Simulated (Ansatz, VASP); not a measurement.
## AlNi: VASP beside Ansatz

```xyz
2
Lattice="2.8927 0.0000 0.0000 0.0000 2.8927 0.0000 0.0000 0.0000 2.8927" Properties=species:S:1:pos:R:3 pbc="T T T"
Al   -0.0800   -0.0200    0.0000
Ni    1.4831    1.4556    1.4464
```

Change from the starting cell: mode 4 frozen in at -0.080 Å and mode 5 at -0.020 Å (largest displacements).

Alike in both runs: task single point; functional PBE; k mesh 16 × 16 × 16; occupations gaussian, width 0.15 eV; no spin polarisation.

|  | VASP | Ansatz |
| --- | --- | --- |
| version | VASP 6.6.1 | Ansatz 0.2.0 |
| potentials or method | VASP PAW PBE potentials, release 64 (Al, Ni), cutoff 520 eV | scalar-relativistic, plane waves, PAW |
| valence electrons in the cell | 13 | 21 |

|  | VASP | Ansatz | Ansatz less VASP |
| --- | --- | --- | --- |
| gap on the k mesh at the Fermi level (eV) | none | none | - |
| pressure (GPa) | 1.0 | 0.9 | -0.06 |
| traceless stress, the component that is largest in VASP (GPa) | 0.47 | 0.47 | -0.004 |
| rms of the force components (eV/Å) | 0.398 | 0.396 | -0.0026 |

Atom by atom the forces differ by 0.003 eV/Å (rms over components). A gap of «none» marks a metal or a gap that the smearing closes. The functional is the same, so the differences come from potentials, cutoffs and numerics. VASP's potentials hold 13 valence electrons a cell and Ansatz's 21, so a difference there can come from the potentials and not from the codes.
